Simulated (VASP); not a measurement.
# CsH2 (Pnma) in VASP: single point with r2SCAN

Aim: the single point of CsH2 with r2SCAN.

Everything below comes from runs of VASP 6.6.1. Logs are shortened: lines on timing, memory, paths and dates and some standing lists are left out, and cuts for length are marked.

## (1) The cell of the first run

It takes space group Pnma (No. 62, orthorhombic). The conventional cell has a = 7.278 Å, b = 4.466 Å, c = 8.420 Å, α = 90.00°, β = 90.00°, γ = 90.00°. H (site symmetry m) has 5 Cs at 2.88 to 3.21 Å and 10 H at 3.26 to 3.86 Å within 3.9 Å. Within 3.7 Å of H (site symmetry m) lie 4 Cs at 2.68 to 2.87 Å and 8 H at 3.26 to 3.63 Å. Cs (site symmetry m) has 9 H at 2.68 to 3.21 Å within 3.5 Å.

## (2) Single point, r2SCAN

POSCAR

```
CsH2
1.0
    7.2776920000      0.0000000000      0.0000000000
    0.0000000000      4.4660510000      0.0000000000
    0.0000000000      0.0000000000      8.4199210000
H Cs
8 4
Direct
    0.0430000000      0.2500000000      0.1740000000
    0.4570000000      0.7500000000      0.6740000000
    0.5430000000      0.2500000000      0.3260000000
    0.9570000000      0.7500000000      0.8260000000
    0.6460000000      0.2500000000      0.9135000000
    0.8540000000      0.7500000000      0.4135000000
    0.1460000000      0.2500000000      0.5865000000
    0.3540000000      0.7500000000      0.0865000000
    0.2602900000      0.2500000000      0.8886300000
    0.2397100000      0.7500000000      0.3886300000
    0.7602900000      0.2500000000      0.6113700000
    0.7397100000      0.7500000000      0.1113700000
```

INCAR.step1

```
PREC     = Accurate       # precision mode
ENCUT    = 520            # plane-wave cutoff, eV
ISMEAR   = 1              # smearing method
SIGMA    = 0.022          # smearing width, eV
LREAL    = False          # projectors in reciprocal space
LASPH    = True           # aspherical terms in the spheres
NELM     = 80             # most SCF steps
NBANDS   = 34             # bands
GGA      = PE             # functional
ALGO     = Normal         # electronic algorithm
EDIFF    = 1E-4           # SCF threshold, eV
LWAVE    = True           # write WAVECAR
LCHARG   = False          # write CHGCAR
```

INCAR.step2

```
PREC     = Accurate       # precision mode
ENCUT    = 520            # plane-wave cutoff, eV
EDIFF    = 1E-6           # SCF threshold, eV
ISMEAR   = 1              # smearing method
SIGMA    = 0.022          # smearing width, eV
LREAL    = False          # projectors in reciprocal space
LASPH    = True           # aspherical terms in the spheres
NELM     = 80             # most SCF steps
ALGO     = Normal         # electronic algorithm
ISIF     = 2              # what is computed and relaxed
LWAVE    = False          # write WAVECAR
LCHARG   = False          # write CHGCAR
METAGGA  = R2SCAN         # meta-GGA
LMIXTAU  = True         
NBANDS   = 34             # bands
ISTART   = 1
```

KPOINTS

```
regular mesh
0
Gamma
  4 6 3
```

Potentials or basis: VASP PAW PBE potentials, release 64 (H, Cs_sv).

The run is started by

```bash
$ cat potpaw_PBE.64/H/POTCAR potpaw_PBE.64/Cs_sv/POTCAR > POTCAR
$ cp INCAR.step1 INCAR
$ mpirun -np 1 vasp_std > vasp.out
$ cp INCAR.step2 INCAR
$ mpirun -np 1 vasp_std > vasp.out
```

OUTCAR:

```text
PREC = Accurate
   ENCUT = 520
   EDIFF = 1E-6
   ISMEAR = 1
   LREAL = False
   LASPH = True
   NELM = 80
   ISIF = 2
   METAGGA = R2SCAN
   ISTART = 1

 ion  position               nearest neighbor table
   1  0.043  0.250  0.174-
   2  0.457  0.750  0.674-
   3  0.543  0.250  0.326-
   4  0.957  0.750  0.826-
   5  0.646  0.250  0.913-
   6  0.854  0.750  0.413-
   7  0.146  0.250  0.587-
   8  0.354  0.750  0.087-
   9  0.260  0.250  0.889-
  10  0.240  0.750  0.389-
  11  0.760  0.250  0.611-
  12  0.740  0.750  0.111-

  LATTYP: Found a simple orthorhombic cell.
 ALAT       =     4.4660510000
 B/A-ratio  =     1.6295586414
 C/A-ratio  =     1.8853168045

  Lattice vectors:

 A1 = (   0.0000000000,  -4.4660510000,   0.0000000000)
 A2 = (   7.2776920000,   0.0000000000,   0.0000000000)
 A3 = (   0.0000000000,   0.0000000000,   8.4199210000)

Analysis of symmetry for initial positions (statically):
=====================================================================
 Subroutine PRICEL returns:
 Original cell was already a primitive cell.

 Routine SETGRP: Setting up the symmetry group for a
 simple orthorhombic supercell.

 Subroutine GETGRP returns: Found  8 space group operations
 (whereof  2 operations were pure point group operations)
 out of a pool of  8 trial point group operations.

The static configuration has the point symmetry S_2 .
 The point group associated with its full space group is D_2h.

Analysis of symmetry for dynamics (positions and initial velocities):
=====================================================================
 Subroutine PRICEL returns:
 Original cell was already a primitive cell.

 Routine SETGRP: Setting up the symmetry group for a
 simple orthorhombic supercell.

 Subroutine GETGRP returns: Found  8 space group operations
 (whereof  2 operations were pure point group operations)
 out of a pool of  8 trial point group operations.

The dynamic configuration has the point symmetry S_2 .
 The point group associated with its full space group is D_2h.

 Subroutine INISYM returns: Found  8 space group operations
 (whereof  2 operations are pure point group operations),
 and found     1 'primitive' translations

----------------------------------------------------------------------------------------

                                     Primitive cell

  volume of cell :     273.6688

  direct lattice vectors                    reciprocal lattice vectors
     7.277692000  0.000000000  0.000000000     0.137406200  0.000000000  0.000000000
     0.000000000  4.466051000  0.000000000     0.000000000  0.223911460  0.000000000
     0.000000000  0.000000000  8.419921000     0.000000000  0.000000000  0.118765960

  length of vectors
     7.277692000  4.466051000  8.419921000     0.137406200  0.223911460  0.118765960

  position of ions in fractional coordinates (direct lattice)
     0.043000000  0.250000000  0.174000000
     0.457000000  0.750000000  0.674000000
     0.543000000  0.250000000  0.326000000
     0.957000000  0.750000000  0.826000000
     0.646000000  0.250000000  0.913500000
     0.854000000  0.750000000  0.413500000
     0.146000000  0.250000000  0.586500000
     0.354000000  0.750000000  0.086500000
     0.260290000  0.250000000  0.888630000
     0.239710000  0.750000000  0.388630000
     0.760290000  0.250000000  0.611370000
     0.739710000  0.750000000  0.111370000

  ion indices of the primitive-cell ions
   primitive index   ion index
                 1           1
                 2           2
                 3           3
                 4           4
                 5           5
                 6           6
                 7           7
                 8           8
                 9           9
                10          10
                11          11
                12          12

----------------------------------------------------------------------------------------

 KPOINTS: regular mesh

Automatic generation of k-mesh.
 Grid dimensions read from file:
 generate k-points for:    4    6    3

 Generating k-lattice:

  Cartesian coordinates                     Fractional coordinates (reciprocal lattice)
     0.034351550  0.000000000  0.000000000     0.250000000  0.000000000  0.000000000
     0.000000000  0.037318577  0.000000000     0.000000000  0.166666667  0.000000000
     0.000000000  0.000000000  0.039588653     0.000000000  0.000000000  0.333333333

  Length of vectors
     0.034351550  0.037318577  0.039588653

  Shift w.r.t. Gamma in fractional coordinates (k-lattice)
     0.000000000  0.000000000  0.000000000

 Subroutine IBZKPT returns following result:
 ===========================================

 Found     24 irreducible k-points:

 Following reciprocal coordinates:
            Coordinates               Weight
  0.000000  0.000000  0.000000      1.000000
  0.250000  0.000000  0.000000      2.000000
  0.500000  0.000000  0.000000      1.000000
  0.000000  0.166667  0.000000      2.000000
  0.250000  0.166667  0.000000      4.000000
  0.500000  0.166667  0.000000      2.000000
[... 16 lines left out ...]
  0.250000  0.500000  0.333333      4.000000
  0.500000  0.500000  0.333333      2.000000
   k-points           NKPTS =     24   k-points in BZ     NKDIM =     24   number of bands    NBANDS=     34
   number of dos      NEDOS =    301   number of ions     NIONS =     12
   total plane-waves  NPLWV = 124416
   dimension x,y,z NGX =    54 NGY =   36 NGZ =   64
   dimension x,y,z NGXF=   108 NGYF=   72 NGZF=  128
   ions per type =               8   4
   NGX,Y,Z   is equivalent  to a cutoff of  12.34, 13.40, 12.64 a.u.
   NGXF,Y,Z  is equivalent  to a cutoff of  24.67, 26.80, 25.27 a.u.
 SYSTEM =  unknown system
   PREC   = accura    normal or accurate (medium, high low for compatibility)
   ISTART =      1    job   : 0-new  1-cont  2-samecut
   ICHARG =      0    charge: 1-file 2-atom 10-const
   ISPIN  =      1    spin polarized calculation?
   LNONCOLLINEAR =      F non collinear calculations
   LSORBIT =      F    spin-orbit coupling
   LASPH  =      T    aspherical Exc in radial PAW
   ENCUT  =  520.0 eV  38.22 Ry    6.18 a.u.  13.53  8.30 15.66*2*pi/ulx,y,z
   NELM   =     80;   NELMIN=  2; NELMDL=  0     # of ELM steps
   EDIFF  = 0.1E-05   stopping-criterion for ELM
   LREAL  =      F    real-space projection
   EDIFFG = 0.1E-04   stopping-criterion for IOM
   NSW    =      0    number of steps for IOM
   IBRION =     -1    ionic relax: 0-MD 1-quasi-New 2-CG
   NFREE  =      0    steps in history (QN), initial steepest desc. (CG)
   ISIF   =      2    stress and relaxation
   ISYM   =      2    0-nonsym 1-usesym 2-fastsym
   POTIM  = 0.5000    time-step for ionic-motion
   TEBEG  =    0.0;   TEEND  =   0.0 temperature during run
   PSTRESS=    0.0 pullay stress
   NELECT =      44.0000    total number of electrons
   NUPDOWN=      -1.0000    fix difference up-down
   EMIN   =  10.00;   EMAX   =-10.00  energy-range for DOS
   EFERMI =   0.00;   METHOD = LEGACY
   ISMEAR =     1;   SIGMA  =   0.02  broadening in eV -4-tet -1-fermi 0-gaus
   EFERMI_NEDOS =   21; number of points for ismear=-14 and -15
   IALGO  =     38    algorithm
   IMIX   =      4    mixing-type and parameters
     AMIX     =   0.40;   BMIX     =  1.00
     AMIX_MAG =   1.60;   BMIX_MAG =  1.00
  volume/ion in A,a.u.               =      22.81       153.90
  Fermi-wavevector in a.u.,A,eV,Ry     =   0.890193  1.682220 10.781837  0.792443
  Thomas-Fermi vector in A             =   2.011851
   LORBIT       =      0    0 simple, 1 ext, 2 COOP (PROOUT), +10 PAW based schemes
   METAGGA = R2SCAN    functional components
   LHFCALC =     F    Hartree Fock is set to
   AEXX    =    0.0000 exact exchange contribution
   IVDW    =     0    specifies the selected vdW correction
   LEPSILON=     F    determine dielectric tensor
   LRPA    =     F    only Hartree local field effects (RPA)
 non-spin polarized calculation
 Methfessel and Paxton  Order N= 1 SIGMA  =   0.02
  energy-cutoff  :      520.00
  volume of cell :      273.67
 maximum number of plane-waves:      7417
   NGX = 27   NGY = 17   NGZ = 31

 number of electron      44.0000003 magnetization

 Free energy of the ion-electron system (eV)
  ---------------------------------------------------
  ext. energy  EPLUGINS =         0.00000000
  ---------------------------------------------------
  free energy    TOTEN  =      -118.87068637 eV

  energy without entropy =     -118.87069657  energy(sigma->0) =     -118.87068977

 E-fermi :  -1.4257     XC(G=0):  -7.8679

 val. band max:       -1.4308108233   @ k =   0.0000   0.1667   0.0000
 cond. band min:      -1.4212948011   @ k =   0.0000   0.3333   0.0000
 fundamental gap:      0.0095160222
 Fermi energy:        -1.4256597611

 k-point     1 :       0.0000    0.0000    0.0000
  band No.  band energies     occupation
      1     -22.0774      2.00000
      2     -21.9992      2.00000
      3     -21.9941      2.00000
      4     -21.9852      2.00000
      5      -9.1902      2.00000
      6      -9.0137      2.00000
[... 26 lines left out ...]
     33       5.6389      0.00000
     34       5.6958      0.00000

 k-point     2 :       0.2500    0.0000    0.0000
  band No.  band energies     occupation
      1     -22.0644      2.00000
      2     -22.0022      2.00000
      3     -21.9980      2.00000
      4     -21.9915      2.00000
      5      -9.1388      2.00000
      6      -9.1090      2.00000
[... 26 lines left out ...]
     33       5.5792      0.00000
     34       5.7513      0.00000
[... 775 lines left out ...]
     33       6.6917      0.00000
     34       6.6917      0.00000

 k-point    24 :       0.5000    0.5000    0.3333
  band No.  band energies     occupation
      1     -21.9817      2.00000
      2     -21.9817      2.00000
      3     -21.9817      2.00000
      4     -21.9817      2.00000
      5      -9.0399      2.00000
      6      -9.0399      2.00000
[... 26 lines left out ...]
     33       6.4917      0.00000
     34       6.4917      0.00000

------------------------ aborting loop because EDIFF is reached ----------------------------------------

  FORCE on cell =-STRESS in cart. coord.  units (eV):
  Direction    XX          YY          ZZ          XY          YZ          ZX
  --------------------------------------------------------------------------------------
  -------------------------------------------------------------------------------------
  Total        0.6252774     -1.4758653      2.4771819      0.0000000      0.0000000      0.0000000
  in kB        3.6606481     -8.6403619     14.5025083      0.0000000      0.0000000      0.0000000
  external PRESSURE =       3.1742648 kB  Pullay stress =       0.0000000 kB

 VOLUME and BASIS-vectors are now :
 -----------------------------------------------------------------------------
  energy-cutoff  :      520.00
  volume of cell :      273.67
      direct lattice vectors                 reciprocal lattice vectors
     7.277692000  0.000000000  0.000000000     0.137406200  0.000000000  0.000000000
     0.000000000  4.466051000  0.000000000     0.000000000  0.223911460  0.000000000
     0.000000000  0.000000000  8.419921000     0.000000000  0.000000000  0.118765960

 POSITION                                       TOTAL-FORCE (eV/Angst)
 -----------------------------------------------------------------------------------
      0.31294      1.11651      1.46507        -0.142624     -0.000000      0.180018
      3.32591      3.34954      5.67503         0.142624     -0.000000      0.180018
      3.95179      1.11651      2.74489        -0.142624     -0.000000     -0.180018
      6.96475      3.34954      6.95485         0.142624     -0.000000     -0.180018
      4.70139      1.11651      7.69160         0.017496     -0.000000      0.128720
      6.21515      3.34954      3.48164        -0.017496     -0.000000      0.128720
      1.06254      1.11651      4.93828         0.017496     -0.000000     -0.128720
      2.57630      3.34954      0.72832        -0.017496     -0.000000     -0.128720
      1.89431      1.11651      7.48219        -0.049505      0.000000      0.160377
      1.74454      3.34954      3.27223         0.049505     -0.000000      0.160377
      5.53316      1.11651      5.14769        -0.049505     -0.000000     -0.160377
      5.38338      3.34954      0.93773         0.049505      0.000000     -0.160377
 -----------------------------------------------------------------------------------
    total drift:                                0.000000      0.000000      0.000000

  FREE ENERGIE OF THE ION-ELECTRON SYSTEM (eV)
  ---------------------------------------------------
  free  energy   TOTEN  =      -118.8706863707 eV

  energy  without entropy=     -118.8706965737  energy(sigma->0) =     -118.87068977
```

Wall time 22 min (1 thread of Oxide Virtual Turin-like, shared host); peak memory 0.44 GiB.

Results:

```
Free energy            : -118.8707 eV
Pressure               : 0.3 GPa
Largest force          : 0.230 eV/Å
Band gap on the k mesh : zero (bands 22 and 23 overlap by 0.29 eV)
```

Forces on the atoms (eV/Å):
```
H   -0.143  0.000  0.180
H    0.143  0.000  0.180
H   -0.143  0.000 -0.180
H    0.143  0.000 -0.180
H    0.017  0.000  0.129
H   -0.017  0.000  0.129
H    0.017  0.000 -0.129
H   -0.017  0.000 -0.129
Cs  -0.050  0.000  0.160
Cs   0.050  0.000  0.160
Cs  -0.050  0.000 -0.160
Cs   0.050  0.000 -0.160
```

Stress tensor (GPa, compression positive):
```
 0.37  0.00  0.00
 0.00 -0.86  0.00
 0.00  0.00  1.45
```

Caveat: the PAW data sets were made with another functional, which shifts forces and pressure a little; spin-orbit coupling is left out, which moves the levels of the heavy elements.
